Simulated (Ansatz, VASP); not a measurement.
## Cs: VASP beside Ansatz

File INCAR:

```
ALGO     = Normal         # electronic algorithm
EDIFF    = 1E-7           # SCF threshold, eV
ENCUT    = 520            # plane-wave cutoff, eV
GGA      = CA             # functional
ISIF     = 2              # what is computed and relaxed
ISMEAR   = -1             # smearing method
LASPH    = True           # aspherical terms in the spheres
LCHARG   = False          # write CHGCAR
LREAL    = False          # projectors in reciprocal space
LWAVE    = False          # write WAVECAR
NBANDS   = 26             # bands
NELM     = 60             # most SCF steps
PREC     = Accurate       # precision mode
SIGMA    = 0.1            # smearing width, eV
```

Contents of KPOINTS:

```
k-points
0
Gamma
  8 8 3
```

File POSCAR:

```
Cs
1.0
    5.2055015844      0.0000000000      0.0000000000
   -2.6027507922      4.5080966115      0.0000000000
    0.0000000000      0.0000000000     17.0582681679
Cs
4
Direct
    0.0000000000      1.0000000000      0.0000000000
    0.0000000000      1.0000000000      0.5000000000
    0.3333333333      0.6666666667      0.2500000000
    0.6666666667      0.3333333333      0.7500000000
```

Input for Ansatz:

```yaml
crystal:
  lattice:
    - [5.2055015844, 0.0, 0.0]
    - [-2.6027507922, 4.5080966115, 0.0]
    - [0.0, 0.0, 17.0582681679]
  atoms:
    - { symbol: Cs, position: [0.0, 1.0, 0.0] }
    - { symbol: Cs, position: [0.0, 1.0, 0.5] }
    - { symbol: Cs, position: [0.3333333333, 0.6666666667, 0.25] }
    - { symbol: Cs, position: [0.6666666667, 0.3333333333, 0.75] }
hamiltonian:
  xc: lda
  pseudopotentials:
    kind: paw
    azcp:
      Cs: "pseudopotentials/Cs.paw.azcp"
basis:
  ecutwfc: 420
  fft_grid_basis: typed
kpoints:
  mp_grid: { grid: [8, 8, 3], shift: [0, 0, 0] }
magnetization:
  spin_polarized: false
scf:
  occupations: { method: fermi_dirac, width: 0.1 }
  lower_state_search: "off"
output:
  stress: true
```

Alike in both runs: task single point; functional LDA; k mesh 8 × 8 × 3; occupations fermi-dirac, width 0.1 eV; no spin polarisation.

```csv
,VASP,Ansatz
version,VASP 6.6.1,Ansatz 0.2.0
potentials or method,"VASP PAW LDA potentials, release 64 (Cs_sv), cutoff 520 eV","plane waves (420 eV) with PAW, scalar-relativistic"
valence electrons in the cell,36,36
```

```csv
,VASP,Ansatz,Ansatz less VASP
pressure (GPa),-0.1,-0.1,+0.01
```

Ansatz warns that its potentials were made for another functional, while VASP's fit it. LDA's correlation is that of Perdew and Zunger in VASP and of Perdew and Wang (1992) in Ansatz.

Neither program's run includes spin-orbit coupling.
